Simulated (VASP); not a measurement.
# In2GaP3 in VASP: a series of runs

Runs on In2GaP3. Level: PBE. Tasks: single point.

Program: VASP 6.6.1. These are calculated values, not measurements. Logs are shortened: lines on timing, memory, paths and dates and some standing lists are left out, and cuts for length are marked.

## Step 1: The cell of the first run

Symmetry: I-4m2, No. 119, tetragonal system. The conventional cell has a = 4.097 Å, b = 4.097 Å, c = 17.518 Å, α = 90.00°, β = 90.00°, γ = 90.00°. Within 3.4 Å of In (site symmetry 2mm) lie 4 P at 2.56 Å. Within 3.2 Å of Ga (site symmetry -4m2) lie 4 P at 2.43 Å. P (site symmetry 2mm) has 2 Ga at 2.43 Å and 2 In at 2.56 Å within 3.2 Å. Within 3.4 Å of P (site symmetry -4m2) lie 4 In at 2.56 Å.

## Step 2: Single point, PBE

Contents of INCAR:

```
SYSTEM = In2GaP3
PREC = Accurate
ENCUT = 520
EDIFF = 1E-6
ISMEAR = 0
SIGMA = 0.1
LREAL = .False.
LASPH = .True.
NELM = 100
ALGO = Normal
ISIF = 2
LWAVE = .False.
LCHARG = .False.
GGA = PE
NBANDS = 36
```

Contents of KPOINTS:

```
Automatic mesh
0
Gamma
  6 6 6
  0 0 0
```

Contents of POSCAR:

```
In2GaP3
1.0
   -2.0487313000      2.0487313000      8.7592062000
    2.0487313000     -2.0487313000      8.7592062000
    2.0487313000      2.0487313000     -8.7592062000
In Ga P
2 1 3
Direct
    0.8374110000      0.8374110000      0.0000000000
    0.1625890000      0.1625890000      0.0000000000
    0.5000000000      0.5000000000      0.0000000000
    0.4254440000      0.9254440000      0.5000000000
    0.0745560000      0.5745560000      0.5000000000
    0.7500000000      0.2500000000      0.5000000000
```

Potentials or basis: VASP PAW PBE potentials, release 64 (In_d, Ga_d, P).

Started as:

```console
> cat potpaw_PBE.64/In_d/POTCAR potpaw_PBE.64/Ga_d/POTCAR potpaw_PBE.64/P/POTCAR > POTCAR
> mpirun -np 1 vasp_std > vasp.out
```

OUTCAR:

```text
SYSTEM = In2GaP3
   PREC = Accurate
   ENCUT = 520
   EDIFF = 1E-6
   ISMEAR = 0
   LREAL = .False.
   LASPH = .True.
   NELM = 100
   ISIF = 2
   GGA = PE

 ion  position               nearest neighbor table
   1  0.837  0.837  0.000-   6 2.56   6 2.56   4 2.56   4 2.56
   2  0.163  0.163  0.000-   6 2.56   6 2.56   5 2.56   5 2.56
   3  0.500  0.500  0.000-   5 2.43   4 2.43   5 2.43   4 2.43
   4  0.425  0.925  0.500-   3 2.43   3 2.43   1 2.56   1 2.56
   5  0.075  0.575  0.500-   3 2.43   3 2.43   2 2.56   2 2.56
   6  0.750  0.250  0.500-   1 2.56   2 2.56   1 2.56   2 2.56

  LATTYP: Found a body centered tetragonal cell.
 ALAT       =     4.0974626000
 C/A-ratio  =     4.2754294817

  Lattice vectors:

 A1 = (  -2.0487313000,   2.0487313000,   8.7592062000)
 A2 = (   2.0487313000,  -2.0487313000,   8.7592062000)
 A3 = (   2.0487313000,   2.0487313000,  -8.7592062000)

Analysis of symmetry for initial positions (statically):
=====================================================================
 Subroutine PRICEL returns:
 Original cell was already a primitive cell.

 Routine SETGRP: Setting up the symmetry group for a
 body centered tetragonal supercell.

 Subroutine GETGRP returns: Found  8 space group operations
 (whereof  8 operations were pure point group operations)
 out of a pool of 16 trial point group operations.

The static configuration has the point symmetry D_2d.

Analysis of symmetry for dynamics (positions and initial velocities):
=====================================================================
 Subroutine PRICEL returns:
 Original cell was already a primitive cell.

 Routine SETGRP: Setting up the symmetry group for a
 body centered tetragonal supercell.

 Subroutine GETGRP returns: Found  8 space group operations
 (whereof  8 operations were pure point group operations)
 out of a pool of 16 trial point group operations.

The dynamic configuration has the point symmetry D_2d.

 Subroutine INISYM returns: Found  8 space group operations
 (whereof  8 operations are pure point group operations),
 and found     1 'primitive' translations

----------------------------------------------------------------------------------------

                                     Primitive cell

  volume of cell :     147.0601

  direct lattice vectors                    reciprocal lattice vectors
    -2.048731300  2.048731300  8.759206200     0.000000000  0.244053478  0.057082798
     2.048731300 -2.048731300  8.759206200     0.244053478  0.000000000  0.057082798
     2.048731300  2.048731300 -8.759206200     0.244053478  0.244053478  0.000000000

  length of vectors
     9.225957573  9.225957573  9.225957573     0.250640272  0.250640272  0.345143739

  position of ions in fractional coordinates (direct lattice)
     0.837411000  0.837411000  0.000000000
     0.162589000  0.162589000  0.000000000
     0.500000000  0.500000000  0.000000000
     0.425444000  0.925444000  0.500000000
     0.074556000  0.574556000  0.500000000
     0.750000000  0.250000000  0.500000000

  ion indices of the primitive-cell ions
   primitive index   ion index
                 1           1
                 2           2
                 3           3
                 4           4
                 5           5
                 6           6

----------------------------------------------------------------------------------------

 KPOINTS: Automatic mesh

Automatic generation of k-mesh.
 Grid dimensions read from file:
 generate k-points for:    6    6    6

 Generating k-lattice:

  Cartesian coordinates                     Fractional coordinates (reciprocal lattice)
     0.000000000  0.040675580  0.009513800     0.166666667 -0.000000000  0.000000000
     0.040675580  0.000000000  0.009513800    -0.000000000  0.166666667  0.000000000
     0.040675580  0.040675580  0.000000000     0.000000000  0.000000000  0.166666667

  Length of vectors
     0.041773379  0.041773379  0.057523957

  Shift w.r.t. Gamma in fractional coordinates (k-lattice)
     0.000000000  0.000000000  0.000000000

 Subroutine IBZKPT returns following result:
 ===========================================

 Found     30 irreducible k-points:

 Following reciprocal coordinates:
            Coordinates               Weight
  0.000000  0.000000  0.000000      1.000000
  0.166667  0.000000  0.000000      8.000000
  0.333333  0.000000  0.000000      8.000000
  0.500000  0.000000 -0.000000      4.000000
  0.166667  0.166667 -0.000000      8.000000
  0.333333  0.166667 -0.000000     16.000000
[... 16 lines left out ...]
 -0.333333 -0.333333  0.166667      8.000000
 -0.166667 -0.333333  0.166667      8.000000
 [... further k-points ...]
   k-points           NKPTS =     30   k-points in BZ     NKDIM =     30   number of bands    NBANDS=     36
   number of dos      NEDOS =    301   number of ions     NIONS =      6
   total plane-waves  NPLWV = 343000
   dimension x,y,z NGX =    70 NGY =   70 NGZ =   70
   dimension x,y,z NGXF=   140 NGYF=  140 NGZF=  140
   ions per type =               2   1   3
   NGX,Y,Z   is equivalent  to a cutoff of  12.61, 12.61, 12.61 a.u.
   NGXF,Y,Z  is equivalent  to a cutoff of  25.23, 25.23, 25.23 a.u.
 SYSTEM =  In2GaP3
   PREC   = accura    normal or accurate (medium, high low for compatibility)
   ISTART =      0    job   : 0-new  1-cont  2-samecut
   ICHARG =      2    charge: 1-file 2-atom 10-const
   ISPIN  =      1    spin polarized calculation?
   LNONCOLLINEAR =      F non collinear calculations
   LSORBIT =      F    spin-orbit coupling
   LASPH  =      T    aspherical Exc in radial PAW
   ENCUT  =  520.0 eV  38.22 Ry    6.18 a.u.  17.15 17.15 17.15*2*pi/ulx,y,z
   NELM   =    100;   NELMIN=  2; NELMDL= -5     # of ELM steps
   EDIFF  = 0.1E-05   stopping-criterion for ELM
   LREAL  =      F    real-space projection
   EDIFFG = 0.1E-04   stopping-criterion for IOM
   NSW    =      0    number of steps for IOM
   IBRION =     -1    ionic relax: 0-MD 1-quasi-New 2-CG
   NFREE  =      0    steps in history (QN), initial steepest desc. (CG)
   ISIF   =      2    stress and relaxation
   ISYM   =      2    0-nonsym 1-usesym 2-fastsym
   POTIM  = 0.5000    time-step for ionic-motion
   TEBEG  =    0.0;   TEEND  =   0.0 temperature during run
   PSTRESS=    0.0 pullay stress
   NELECT =      54.0000    total number of electrons
   NUPDOWN=      -1.0000    fix difference up-down
   EMIN   =  10.00;   EMAX   =-10.00  energy-range for DOS
   EFERMI =   0.00;   METHOD = LEGACY
   ISMEAR =     0;   SIGMA  =   0.10  broadening in eV -4-tet -1-fermi 0-gaus
   EFERMI_NEDOS =   21; number of points for ismear=-14 and -15
   IALGO  =     38    algorithm
   IMIX   =      4    mixing-type and parameters
     AMIX     =   0.40;   BMIX     =  1.00
     AMIX_MAG =   1.60;   BMIX_MAG =  1.00
  volume/ion in A,a.u.               =      24.51       165.40
  Fermi-wavevector in a.u.,A,eV,Ry     =   1.172306  2.215338 18.698521  1.374303
  Thomas-Fermi vector in A             =   2.308737
   LORBIT       =      0    0 simple, 1 ext, 2 COOP (PROOUT), +10 PAW based schemes
   GGA     = PE    functional components
   LHFCALC =     F    Hartree Fock is set to
   AEXX    =    0.0000 exact exchange contribution
   IVDW    =     0    specifies the selected vdW correction
   LEPSILON=     F    determine dielectric tensor
   LRPA    =     F    only Hartree local field effects (RPA)
 non-spin polarized calculation
 Gauss-broadening in eV      SIGMA  =   0.10
  energy-cutoff  :      520.00
  volume of cell :      147.06
 maximum number of plane-waves:      4009
 NGX is ok and might be reduce to    70

 number of electron      53.9999994 magnetization

 Free energy of the ion-electron system (eV)
  ---------------------------------------------------
  ext. energy  EPLUGINS =         0.00000000
  ---------------------------------------------------
  free energy    TOTEN  =       -25.79607854 eV

  energy without entropy =      -25.79607848  energy(sigma->0) =      -25.79607851

 E-fermi :   4.9705     XC(G=0):  -9.2677

 val. band max:        4.6565992193   @ k =   0.0000   0.0000   0.0000
 cond. band min:       5.2737345809   @ k =   0.0000   0.0000   0.0000
 fundamental gap:      0.6171353616
 Fermi energy:         4.9705271546

 k-point     1 :       0.0000    0.0000    0.0000
  band No.  band energies     occupation
      1      -9.9799      2.00000
      2      -9.9249      2.00000
      3      -9.9249      2.00000
      4      -9.8937      2.00000
      5      -9.8448      2.00000
      6      -9.6285      2.00000
[... 28 lines left out ...]
     35       8.6967      0.00000
     36      11.9305      0.00000

 k-point     2 :       0.1667    0.0000    0.0000
  band No.  band energies     occupation
      1      -9.9758      2.00000
      2      -9.9320      2.00000
      3      -9.9245      2.00000
      4      -9.8906      2.00000
      5      -9.8469      2.00000
      6      -9.6164      2.00000
[... 28 lines left out ...]
     35       9.3268      0.00000
     36      10.4820      0.00000

 k-point     3 :       0.3333    0.0000    0.0000
  band No.  band energies     occupation
      1      -9.9704      2.00000
      2      -9.9434      2.00000
      3      -9.9237      2.00000
      4      -9.8842      2.00000
      5      -9.8512      2.00000
      6      -9.6012      2.00000
[... 28 lines left out ...]
     35       9.9657      0.00000
     36      10.1228      0.00000
[... 742 lines left out ...]
 k-point    23 :      -0.3333   -0.3333    0.1667
  band No.  band energies     occupation
      1      -9.9727      2.00000
      2      -9.9385      2.00000
      3      -9.9225      2.00000
      4      -9.8884      2.00000
      5      -9.8492      2.00000
      6      -9.6055      2.00000
[... 28 lines left out ...]
     35       9.7078      0.00000
     36      10.0006      0.00000

 k-point    24 :      -0.1667   -0.3333    0.1667
  band No.  band energies     occupation
      1      -9.9759      2.00000
      2      -9.9320      2.00000
      3      -9.9245      2.00000
      4      -9.8906      2.00000
      5      -9.8469      2.00000
      6      -9.6136      2.00000
[... 28 lines left out ...]
     35       9.1682      0.00000
     36      10.2508      0.00000

 [... further k-points ...]

------------------------ aborting loop because EDIFF is reached ----------------------------------------

  FORCE on cell =-STRESS in cart. coord.  units (eV):
  Direction    XX          YY          ZZ          XY          YZ          ZX
  --------------------------------------------------------------------------------------
  -------------------------------------------------------------------------------------
  Total       -0.0045677     -0.0045677     -0.1058481      0.0000000      0.0000000      0.0000000
  in kB       -0.0497634     -0.0497634     -1.1531842      0.0000000      0.0000000      0.0000000
  external PRESSURE =      -0.4175704 kB  Pullay stress =       0.0000000 kB

 VOLUME and BASIS-vectors are now :
 -----------------------------------------------------------------------------
  energy-cutoff  :      520.00
  volume of cell :      147.06
      direct lattice vectors                 reciprocal lattice vectors
    -2.048731300  2.048731300  8.759206200     0.000000000  0.244053478  0.057082798
     2.048731300 -2.048731300  8.759206200     0.244053478  0.000000000  0.057082798
     2.048731300  2.048731300 -8.759206200     0.244053478  0.244053478  0.000000000

 POSITION                                       TOTAL-FORCE (eV/Angst)
 -----------------------------------------------------------------------------------
      0.00000      0.00000     14.67011        -0.000000      0.000000     -0.002544
      0.00000      0.00000      2.84830        -0.000000      0.000000      0.002544
      0.00000      0.00000      8.75921         0.000000     -0.000000     -0.000000
      2.04873      0.00000      7.45310        -0.000000      0.000000     -0.002376
      2.04873      0.00000      1.30610        -0.000000      0.000000      0.002376
      0.00000      2.04873      4.37960         0.000000     -0.000000     -0.000000
 -----------------------------------------------------------------------------------
    total drift:                                0.000001     -0.000001     -0.000000

  FREE ENERGIE OF THE ION-ELECTRON SYSTEM (eV)
  ---------------------------------------------------
  free  energy   TOTEN  =       -25.7960785372 eV

  energy  without entropy=      -25.7960784832  energy(sigma->0) =      -25.79607851
```

Run time: 5.9 min. Hardware: 1 thread of Intel Xeon 6975P-C (Granite Rapids), shared host; peak memory 0.72 GiB.

Results:

```
Free energy            : -25.7961 eV
Pressure               : 0.0 GPa
Band gap on the k mesh : 0.62 eV, direct
```

Forces on the atoms (eV/Å):
```
In   0.000  0.000 -0.003
In   0.000  0.000  0.003
Ga   0.000  0.000  0.000
P    0.000  0.000 -0.002
P    0.000  0.000  0.002
P    0.000  0.000  0.000
```

Caveat: spin-orbit coupling is left out, which moves the levels of the heavy elements.

## Step 3: Single point, PBE

This run uses another cell than the first one: it holds 12 atoms, not 6.

Contents of INCAR:

```
PREC = Accurate
ENCUT = 520
EDIFF = 1E-6
ISMEAR = 0
SIGMA = 0.1
LREAL = F
LASPH = T
NELM = 100
ALGO = Normal
ISIF = 2
LWAVE = F
LCHARG = T
GGA = PE
LELF = T
LVHAR = T
NBANDS = 66
```

Contents of KPOINTS:

```
regular mesh
0
Gamma
  4 2 4
```

Contents of POSCAR:

```
In2GaP3
1.0
    0.0000000000     -4.0974626000      0.0000000000
    8.1949252000      0.0000000000      0.0000000000
   -2.0487313000      2.0487313000      8.7592062000
In Ga P
4 2 6
Direct
    0.8374110000      0.4187055000      0.6748220000
    0.8374110000      0.9187055000      0.6748220000
    0.1625890000      0.0812945000      0.3251780000
    0.1625890000      0.5812945000      0.3251780000
    0.5000000000      0.2500000000      0.0000000000
    0.5000000000      0.7500000000      0.0000000000
    0.4254440000      0.4627220000      0.8508880000
    0.4254440000      0.9627220000      0.8508880000
    0.0745560000      0.2872780000      0.1491120000
    0.0745560000      0.7872780000      0.1491120000
    0.7500000000      0.1250000000      0.5000000000
    0.7500000000      0.6250000000      0.5000000000
```

Potentials or basis: VASP PAW PBE potentials, release 64 (In_d, Ga_d, P).

Started as:

```console
> cat potpaw_PBE.64/In_d/POTCAR potpaw_PBE.64/Ga_d/POTCAR potpaw_PBE.64/P/POTCAR > POTCAR
> mpirun -np 1 vasp_std > vasp.out
```

OUTCAR:

```text
PREC = Accurate
   ENCUT = 520
   EDIFF = 1E-6
   ISMEAR = 0
   LREAL = F
   LASPH = T
   NELM = 100
   ISIF = 2
   GGA = PE

 ion  position               nearest neighbor table
   1  0.837  0.419  0.675-  12 2.56  11 2.56   7 2.56   7 2.56
   2  0.837  0.919  0.675-  11 2.56  12 2.56   8 2.56   8 2.56
   3  0.163  0.081  0.325-  11 2.56  11 2.56  10 2.56   9 2.56
   4  0.163  0.581  0.325-  12 2.56  12 2.56   9 2.56  10 2.56
   5  0.500  0.250  0.000-   9 2.43   7 2.43   8 2.43   9 2.43
[... 1214 lines left out ...]

 VOLUME and BASIS-vectors are now :
 -----------------------------------------------------------------------------
  energy-cutoff  :      520.00
  volume of cell :      294.12
      direct lattice vectors                 reciprocal lattice vectors
     0.000000000 -4.097462600  0.000000000     0.000000000 -0.244053478  0.057082798
     8.194925200  0.000000000  0.000000000     0.122026739  0.000000000  0.028541399
    -2.048731300  2.048731300  8.759206200     0.000000000  0.000000000  0.114165596

 POSITION                                       TOTAL-FORCE (eV/Angst)
 -----------------------------------------------------------------------------------
      2.04873     -2.04873      5.91091         0.000255     -0.000000     -0.000938
      6.14619     -2.04873      5.91091         0.000255     -0.000000     -0.000938
     -0.00000      0.00000      2.84830        -0.000290     -0.000000      0.000919
      4.09746      0.00000      2.84830        -0.000290     -0.000000      0.000919
      2.04873     -2.04873      0.00000         0.000065     -0.000000      0.000023
      6.14619     -2.04873      0.00000         0.000065     -0.000000      0.000023
      2.04873      0.00000      7.45310         0.000055      0.000000      0.011535
      6.14619      0.00000      7.45310         0.000055      0.000000      0.011535
      2.04873      0.00000      1.30610        -0.000075      0.000000     -0.011539
      6.14619      0.00000      1.30610        -0.000075      0.000000     -0.011539
      0.00000     -2.04873      4.37960        -0.000010     -0.000000      0.000000
      4.09746     -2.04873      4.37960        -0.000010     -0.000000      0.000000
 -----------------------------------------------------------------------------------
    total drift:                                0.000183      0.000017     -0.000028

  FREE ENERGIE OF THE ION-ELECTRON SYSTEM (eV)
  ---------------------------------------------------
  free  energy   TOTEN  =       -51.3925232863 eV

  energy  without entropy=      -51.3925228568  energy(sigma->0) =      -51.39252307
```

Run time: 3.8 min. Hardware: 1 thread of Intel Xeon 6975P-C (Granite Rapids), shared host; peak memory 0.47 GiB.

What came out:

```yaml
Free_energy: -51.3925 eV
Pressure: 0.0 GPa
Largest_force: 0.012 eV/Å
Band_gap_on_the_k_mesh: 0.61 eV
```

Forces in eV/Å, atoms in the order of the input:
```
In   0.000  0.000 -0.001
In   0.000  0.000 -0.001
In   0.000  0.000  0.001
In   0.000  0.000  0.001
Ga   0.000  0.000  0.000
Ga   0.000  0.000  0.000
P    0.000  0.000  0.012
P    0.000  0.000  0.012
P    0.000  0.000 -0.012
P    0.000  0.000 -0.012
P    0.000  0.000  0.000
P    0.000  0.000  0.000
```

Stress tensor (GPa, compression positive):
```
 0.23  0.00  0.00
 0.00  0.23  0.00
 0.00  0.00 -0.44
```

Levels at points of the mesh, in eV from the valence-band top:
```tsv
k point	band 51	band 52	band 53	band 54	band 55	band 56	band 57	band 58
(0.00, 0.00, 0.00)	-0.77	-0.14	0.00	0.00	0.61	1.27	1.90	1.90
(0.50, 0.00, 0.00)	-1.47	-1.01	-0.84	-0.77	1.27	1.74	2.06	2.37
(0.00, 0.50, 0.00)	-1.00	-1.00	-0.26	-0.26	1.87	1.87	2.44	2.44
(0.50, 0.50, 0.00)	-1.73	-1.73	-1.64	-1.64	2.36	2.36	2.72	2.72
(0.00, 0.00, 0.50)	-0.84	-0.77	-0.66	-0.66	1.27	1.68	1.78	2.37
(0.00, 0.50, 0.50)	-0.61	-0.61	-0.50	-0.50	1.53	1.53	2.05	2.05
```

Caveat: spin-orbit coupling is left out, which moves the levels of the heavy elements. Expect the measured gap to be larger: semilocal functionals such as PBE lack the derivative discontinuity.

(Part 1 of 2 ends here.)
